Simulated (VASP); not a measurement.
# Na: single point with LDA

The system is Na.

```
CELL_PARAMETERS angstrom
-1.76800 1.76800 2.64375
1.76800 -1.76800 2.64375
1.76800 1.76800 -2.64375
ATOMIC_POSITIONS crystal
Na 0.00000 0.00000 0.00000
```

```yaml
Program: VASP 6.6.1
Task: single point
Functional: LDA
Potentials_or_basis: VASP PAW LDA potentials, release 64 (Na_pv)
Cutoff: 520 eV
k_mesh: 18 × 18 × 18
Occupations: gaussian, width 0.15 eV
Spin: no spin polarisation
Dipole_correction: no
Further_INCAR_settings: ALGO = Fast; EDIFF = 1e-06; NBANDS = 10
```

```
Pressure : -0.1 GPa
```

Stress tensor (GPa, compression positive):
```
 0.00  0.00  0.00
 0.00  0.00  0.00
 0.00  0.00 -0.17
```

Levels at points of the mesh, in eV from the Fermi level:
```
           k point  band 1  band 2  band 3  band 4  band 5  band 6  band 7  band 8  band 9
(0.00, 0.00, 0.00)  -24.87  -24.87  -24.87   -3.55   11.59   11.82   11.82   13.11   13.61
(0.50, 0.00, 0.00)  -24.93  -24.88  -24.88    0.58    1.02   10.27   11.13   11.18   12.45
(0.50, 0.50, 0.00)  -24.92  -24.90  -24.89    2.09    2.64    6.45    7.42    7.47    9.71
(0.50, 0.50, 0.50)  -24.92  -24.89  -24.89    1.49    2.07    6.94    8.09    8.09   10.23
```

It took 88 s on 1 thread of Intel Xeon 6975P-C (shared host), peak memory 0.23 GiB.
